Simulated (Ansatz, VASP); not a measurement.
One calculation of SiNi3, two programs

The input INCAR:

```
ALGO = Normal ; EDIFF = 1E-6
EDIFFG = -0.01 ; ENCUT = 600
GGA = PE ; IBRION = 2
ISIF = 3 ; ISMEAR = 0
ISPIN = 2 ; LASPH = T
LCHARG = F ; LMAXMIX = 4
LORBIT = 11 ; LREAL = F
LWAVE = F ; MAGMOM = 0 1 1 1
NELM = 150 ; NSW = 80
PREC = Accurate ; SIGMA = 0.2
```

Contents of KPOINTS:

```
k-points
0
Gamma
  6 6 6
```

Contents of POSCAR:

```
SiNi3
1.0
    3.5420000000      0.0000000000      0.0000000000
    0.0000000000      3.5420000000      0.0000000000
    0.0000000000      0.0000000000      3.5420000000
Si Ni
1 3
Direct
    0.0000000000      0.0000000000      0.0000000000
    0.0000000000      0.5000000000      0.5000000000
    0.5000000000      0.0000000000      0.5000000000
    0.5000000000      0.5000000000      0.0000000000
```

Input for Ansatz:

```yaml
crystal:
  lattice:
    bravais: cubic
    a: 3.542
  space_group: 221
  atoms:
    - { symbol: Si, position: [0.0, 0.0, 0.0] }
    - { symbol: Ni, position: [0.0, 0.5, 0.5] }
accuracy: medium
kpoints:
  mp_grid:
    grid: [6, 6, 6]
hamiltonian:
  xc: pbe
  dispersion: none
magnetization:
  spin_polarized: true
  per_species:
    Ni: 1.0
scf:
  self_checks: low
  occupations:
    method: gaussian
    width: 0.2
relax:
  f_tol: 0.01
  cell: {}
```

Alike in both runs: task relaxation of cell and atoms; functional PBE; k mesh 6 × 6 × 6; occupations gaussian, width 0.2 eV; collinear spin.

```csv
,VASP,Ansatz
version,VASP 6.6.1,Ansatz 0.2.0
potentials or method,"VASP PAW PBE potentials, release 64 (Si, Ni)","plane waves, PAW"
plane-wave cutoff (eV),600,420
valence electrons in the cell,34,58
```

|  | VASP | Ansatz | Ansatz less VASP |
| --- | --- | --- | --- |
| net moment per atom (μB) | 0.00 | 0.00 | 0.000 |
| relaxed volume (Å³/atom) | 10.78 | 10.78 | +0.001 |
| relaxed length of the cell vector where the two differ most in proportion (Å) | 3.507 | 3.507 | +0.0001 |

VASP's potentials hold 34 valence electrons a cell and Ansatz's 58, so a difference there can come from the potentials and not from the codes. Ansatz's warnings: seeded moment not kept.
